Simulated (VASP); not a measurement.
Wanted: the native input for a VASP 6.6.1 run.

```
Task                   : single point
Functional             : PBE
Potentials or basis    : VASP PAW PBE potentials, release 64 (Ca_sv, O)
Cutoff                 : 520 eV
k mesh                 : 12 × 12 × 4
Occupations            : fermi-dirac, width 0.02 eV
Spin                   : no spin polarisation
Dipole correction      : no
Further INCAR settings : ALGO = Normal; EDIFF = 1e-07; NBANDS = 24
```

The structure of CaO lies in POSCAR:

```
CaO
1.0
    3.3199366349      0.0000000000      0.0000000000
   -1.6599683174      2.8751494648      0.0000000000
    0.0000000000      0.0000000000      6.0271122287
Ca O
2 2
Direct
    0.0000000000      0.0000000000      0.0000000000
    0.0000000000      0.0000000000      0.5000000000
    0.3333333333      0.6666666667      0.2500000000
    0.6666666667      0.3333333333      0.7500000000
```

This cell differs from its parent crystal: uniaxial z strain +3.7%.

The input as run:

INCAR

```
SYSTEM = CaO
PREC = Accurate
ENCUT = 520
EDIFF = 1E-7
ISMEAR = -1
SIGMA = 0.02
LREAL = .False.
LASPH = .True.
NELM = 80
ALGO = Normal
ISIF = 2
LWAVE = .False.
LCHARG = .False.
GGA = PE
NBANDS = 24
```

KPOINTS

```
Automatic mesh
0
Gamma
  12 12 4
  0 0 0
```

Potentials or basis: VASP PAW PBE potentials, release 64 (Ca_sv, O).

Launch:

```console
$ cat potpaw_PBE.64/Ca_sv/POTCAR potpaw_PBE.64/O/POTCAR > POTCAR
$ mpirun -np 1 vasp_std > vasp.out
```

Results of the run:

| Property | Result |
| --- | --- |
| Pressure | -0.9 GPa |
| Band gap on the k mesh | 3.54 eV |

Caveat: the cell differs from its parent crystal (uniaxial z strain +3.7%); the stress differs along the axes, from -7 to 2 GPa.

Run time: 100 s on 1 thread of Intel(R) Xeon(R) Platinum 8375C CPU @ 2.90GHz (Ice Lake), with other jobs on the host, peak memory 0.22 GiB.
